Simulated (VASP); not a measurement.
Wanted: the native input for a VASP 6.6.1 run.

- Task: G0W0 quasiparticle levels
- Functional: r2SCAN
- Potentials or basis: VASP PAW PBE potentials, release 64 (Li_GW, H_GW)
- Cutoff: 500 eV
- k mesh: 8 × 8 × 8
- Occupations: gaussian, width 0.01 eV
- Spin: no spin polarisation
- Dipole correction: no
- GW scheme: G0W0
- GW iterations: 1
- Cutoff of the response function: 180
- Frequency points: 48
- Empty bands: 87
- Further INCAR settings: ALGO = EVGW0; EDIFF = 1e-08; NBANDS = 88

Crystal: LiH.

```
Li H
1.0
     0.00000    1.99847    1.99847
     1.99847    0.00000    1.99847
     1.99847    1.99847    0.00000
Li H
1 1
Direct
  0.00000 0.00000 0.00000
  0.50000 0.50000 0.50000
```

These files were run (other wordings do the same):

POSCAR

```
LiH
1.0
    0.0000000000      1.9984726947      1.9984726947
    1.9984726947      0.0000000000      1.9984726947
    1.9984726947      1.9984726947      0.0000000000
Li H
1 1
Direct
    0.0000000000      0.0000000000      0.0000000000
    0.5000000000      0.5000000000      0.5000000000
```

INCAR.step1

```
SYSTEM = LiH
PREC = Accurate
ENCUT = 500
EDIFF = 1E-8
ISMEAR = 0
SIGMA = 0.01
LREAL = .FALSE.
LASPH = .TRUE.
NELM = 100
ALGO = Normal
LWAVE = .TRUE.
LCHARG = .FALSE.
METAGGA = R2SCAN
LMIXTAU = .TRUE.
```

INCAR.step2

```
SYSTEM = LiH
PREC = Accurate
ENCUT = 500
EDIFF = 1E-8
ISMEAR = 0
SIGMA = 0.01
LREAL = .FALSE.
LASPH = .TRUE.
NELM = 1
ALGO = Exact
LWAVE = .TRUE.
LCHARG = .FALSE.
METAGGA = R2SCAN
LMIXTAU = .TRUE.
NBANDS = 88
LOPTICS = .TRUE.
ISTART = 1
```

INCAR.step3

```
SYSTEM = LiH
PREC = Accurate
ENCUT = 500
EDIFF = 1E-8
ISMEAR = 0
SIGMA = 0.01
LREAL = .FALSE.
LASPH = .TRUE.
ALGO = EVGW0
LWAVE = .FALSE.
LCHARG = .FALSE.
METAGGA = R2SCAN
LMIXTAU = .TRUE.
NELMGW = 1
NBANDS = 88
ENCUTGW = 180.0
NOMEGA = 48
PRECFOCK = Fast
ISTART = 1
NBANDSGW = 9
```

KPOINTS

```
Automatic mesh
0
G
  8 8 8
  0 0 0
```

Potentials or basis: VASP PAW PBE potentials, release 64 (Li_GW, H_GW).

Run with:

```sh
$ cat potpaw_PBE.64/Li_GW/POTCAR potpaw_PBE.64/H_GW/POTCAR > POTCAR
$ cp INCAR.step1 INCAR
$ mpirun -np 1 vasp_std > vasp.out
$ cp INCAR.step2 INCAR
$ mpirun -np 1 vasp_std > vasp.out
$ cp INCAR.step3 INCAR
$ mpirun -np 1 vasp_std > vasp.out
```

It gave:

```
Band gap on the k mesh, mean-field level : 3.62 eV, direct
Quasiparticle gap                        : 5.43 eV
Least direct quasiparticle gap           : 5.43 eV
```

Caveat: bands, screening cutoff and mesh are small and nothing is extrapolated, so the quasiparticle values aren't converged.

Wall time 9.8 min on 1 thread of Intel(R) Xeon(R) Platinum 8488C (Sapphire Rapids), on a shared host, peak memory 0.68 GiB.
